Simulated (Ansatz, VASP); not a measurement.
Two plane-wave programs on PbS

INCAR

```
PREC = Accurate
ENCUT = 600
EDIFF = 1E-7
ISMEAR = 0
SIGMA = 0.02
LREAL = F
LASPH = T
NELM = 60
ALGO = Normal
ISIF = 3
LWAVE = F
LCHARG = F
GGA = PE
IBRION = 2
NSW = 100
EDIFFG = -0.01
```

KPOINTS

```
regular mesh
0
Gamma
  12 12 12
```

The input POSCAR:

```
PbS
1.0
   -2.1240616417      2.1240616417      3.0043599809
    2.1240616417     -2.1240616417      3.0043599809
    2.1240616417      2.1240616417     -3.0043599809
Pb S
1 1
Direct
    0.5000000000      0.5000000000      0.0000000000
    0.0000000000      0.0000000000      0.0000000000
```

Input for Ansatz:

```yaml
crystal:
  lattice:
    - [-2.1240616417, 2.1240616417, 3.0043599809]
    - [2.1240616417, -2.1240616417, 3.0043599809]
    - [2.1240616417, 2.1240616417, -3.0043599809]
  atoms:
    - { symbol: Pb, position: [0.5, 0.5, 0.0] }
    - { symbol: S, position: [0.0, 0.0, 0.0] }
basis:
  ecutwfc: 420
kpoints:
  mp_grid: { grid: [12, 12, 12] }
hamiltonian:
  xc: pbe
scf:
  occupations: { method: gaussian, width: 0.02 }
output:
  forces: true
  stress: true
  eigenvalues: true
  write_density: true
  write_potential: true
  elf: true
  volumetric_format: npy
relax:
  adjacent_minimum: "off"
  f_tol: 0.01
  max_steps: 80
  cell: { stress_tol: 0.05 }
```

Alike in both runs: task relaxation of cell and atoms; functional PBE; k mesh 12 × 12 × 12; occupations gaussian, width 0.02 eV; no spin polarisation.

```csv
,VASP,Ansatz
version,VASP 6.6.1,Ansatz 0.2.0
potentials or method,"VASP PAW PBE potentials, release 64 (Pb_d, S), cutoff 600 eV","scalar-relativistic, plane waves, PAW"
valence electrons in the cell,20,20
```

|  | VASP | Ansatz | Ansatz less VASP |
| --- | --- | --- | --- |
| gap on the k mesh at the Fermi level, each at its own relaxed structure (eV) | 0.50 | 0.49 | -0.007 |
| relaxed volume (Å³/atom) | 27.11 | 27.11 | 0.000 |
| relaxed length of the cell vector where the two differ most in proportion (Å) | 4.248 | 4.248 | 0.0000 |

Spin-orbit coupling is off throughout. Noted on VASP's run: the relaxation stopped at its first step, so nothing moved.
